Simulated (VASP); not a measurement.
Rb, 1 atom in the cell. The structure is cubic, space group Fm-3m (No. 225). The conventional cell has a = 5.691 Å, b = 5.691 Å, c = 5.691 Å, α = 90.00°, β = 90.00°, γ = 90.00°. Within 5.3 Å of Rb (site symmetry m-3m) lie 12 Rb at 4.02 Å. This isn't the form of Rb at room conditions, which is bcc.

```yaml
Program: VASP 6.6.1
Task: single point
Functional: PBE
Potentials_or_basis: VASP PAW PBE potentials, release 64 (Rb_sv)
Cutoff: 520 eV
k_mesh: 12 × 12 × 12
Occupations: fermi-dirac, width 0.1 eV
Spin: no spin polarisation
Dipole_correction: no
Further_INCAR_settings: ALGO = Normal; EDIFF = 1e-07; NBANDS = 10
```

Potentials or basis: VASP PAW PBE potentials, release 64 (Rb_sv).

Command:

```bash
$ cat potpaw_PBE.64/Rb_sv/POTCAR > POTCAR
$ mpirun -np 1 vasp_std > vasp.out
```

Hardware: 1 thread of Intel Xeon 8259CL (shared host).

Task: Estimate the wall time of this run.

Result: It took 43 s on 1 thread of Intel Xeon 8259CL (shared host), peak memory 0.18 GiB. Counts: scf iterations 11, k points 72.
